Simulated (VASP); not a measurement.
Here is a VASP 6.6.1 calculation.

INCAR

```
ALGO = Normal ; EDIFF = 1E-6
ENCUT = 520 ; GGA = PE
ISIF = 2 ; ISMEAR = 0
LASPH = True ; LCHARG = False
LREAL = False ; LWAVE = False
NBANDS = 34 ; NELM = 100
PREC = Accurate ; SIGMA = 0.5
```

KPOINTS

```
k-points
0
Gamma
  10 10 4
```

POSCAR

```
InSe2
1.0
    3.8948930000      0.0000000000      0.0000000000
    0.0000000000      3.8948930000      0.0000000000
    0.0000000000      0.0000000000      9.6262310000
In Se
2 4
Direct
    0.0000000000      0.5000000000      0.7064680000
    0.5000000000      0.0000000000      0.2935320000
    0.0000000000      0.5000000000      0.3662120000
    0.5000000000      0.0000000000      0.6337880000
    0.0000000000      0.0000000000      0.0000000000
    0.5000000000      0.5000000000      0.0000000000
```

Potentials or basis: VASP PAW PBE potentials, release 64 (In_d, Se).

Run with:

```console
$ cat potpaw_PBE.64/In_d/POTCAR potpaw_PBE.64/Se/POTCAR > POTCAR
$ mpirun -np 1 vasp_std > vasp.out
```

**Question.** What does it give for the pressure?

**Answer.** 0.1 GPa.

**Question.** What does it give for the band gap on the k mesh?

**Answer.** Zero (band 25 reaches 5.77 eV, above the bottom of band 26 at 3.66 eV).

Forces on the atoms (eV/Å):
```
In   0.000  0.000 -0.079
In   0.000  0.000  0.079
Se   0.000  0.000 -0.033
Se   0.000  0.000  0.033
Se   0.000  0.000  0.000
Se   0.000  0.000  0.000
```

Caveat: spin-orbit coupling is left out, which moves the levels of the heavy elements.
